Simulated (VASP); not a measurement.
Runs of VASP 6.6.1 on ZrO2. The structure is that of space group Fm-3m (No. 225), or close to it. The cells are those of the table. 

| level | cell | cutoff (eV) | gap on the mesh (eV) | pressure (GPa) |
| --- | --- | --- | --- | --- |
| r2SCAN | a = 3.599 Å, angles 60.0°, 3 atoms | 660 | 3.87 | 0.0 |
| r2SCAN | a = 3.669 Å, angles 60.0°, 3 atoms | 660 | 3.69 | (b) |
| PBE | a = 3.653 Å, angles 60.0°, 3 atoms | 600 | (a) | -6.5 |
| PBE | a = 3.688 Å, angles 60.0°, 3 atoms | 600 | 3.15 | -12.1 |
| PBE | a = 3.544 Å, angles 60.0°, 3 atoms | 600 | 3.48 | 16.8 |

Alike in all rows: task single point; potentials or basis VASP PAW PBE potentials, release 64 (Zr_sv, O); no spin polarisation; k mesh 8 × 8 × 8; smearing gaussian 0.01 eV.

Task: Fill in the values left out.

Result: (a) 3.23; (b) -13.3.

Caveats: the cell stands under tension (at least some runs); the PAW data sets were made with another functional, which shifts forces and pressure a little (at least some runs); the cell stands under pressure (at least some runs).

A k mesh can miss the band edges, and the runs leave out spin-orbit coupling on Zr.
